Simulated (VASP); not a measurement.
**AlNi: single point with PBE**

Crystal: AlNi.

```
CELL_PARAMETERS angstrom
0.00000 3.00061 3.00061
3.00061 0.00000 3.00061
3.00061 3.00061 0.00000
ATOMIC_POSITIONS crystal
Ni 0.00000 0.00000 0.00000
Ni 0.50000 0.50000 0.50000
Al 0.25000 0.25000 0.25000
Al 0.75000 0.75000 0.75000
```

```
Program                : VASP 6.6.1
Task                   : single point
Functional             : PBE
Potentials or basis    : VASP PAW PBE potentials, release 64 (Ni, Al)
Cutoff                 : 600 eV
k mesh                 : 3 × 3 × 3
Occupations            : fermi-dirac, width 0.05 eV
Spin                   : collinear spin, antiferromagnetic start
Starting moments       : [4.0, -4.0, 0.0, 0.0] μB
Dipole correction      : no
Further INCAR settings : ALGO = Normal; EDIFF = 1e-06; NBANDS = 25
```

```json
{
 "Pressure": "-14.3 GPa",
 "Band gap on the k mesh": "zero (filled and empty bands overlap)",
 "Net moment": "0.00 μB per cell",
 "Valence electrons inside the program's atomic spheres": "Ni 9.27; Al 0.74"
}
```

Levels at points of the mesh, in eV from the Fermi level:
Spin up:
```csv
k point,band 8,band 9,band 10,band 11,band 12,band 13,band 14,band 15,band 16,band 17
"(0.00, 0.00, 0.00)",-1.26,-1.26,-0.80,-0.80,2.20,2.20,2.20,2.77,4.02,4.02
```
Spin down:
```tsv
k point	band 10	band 11	band 12	band 13	band 14	band 15
(0.00, 0.00, 0.00)	-0.80	-0.80	2.20	2.20	2.20	2.77
```

It took 26 s on 1 thread of Intel(R) Xeon(R) Platinum 8259CL CPU @ 2.50GHz (Skylake/Cascade Lake), with other jobs on the host, peak memory 0.23 GiB.

Caveat: the k points lie up to 0.60 Å⁻¹ apart, too coarse for converged energies and pressures of a metal.
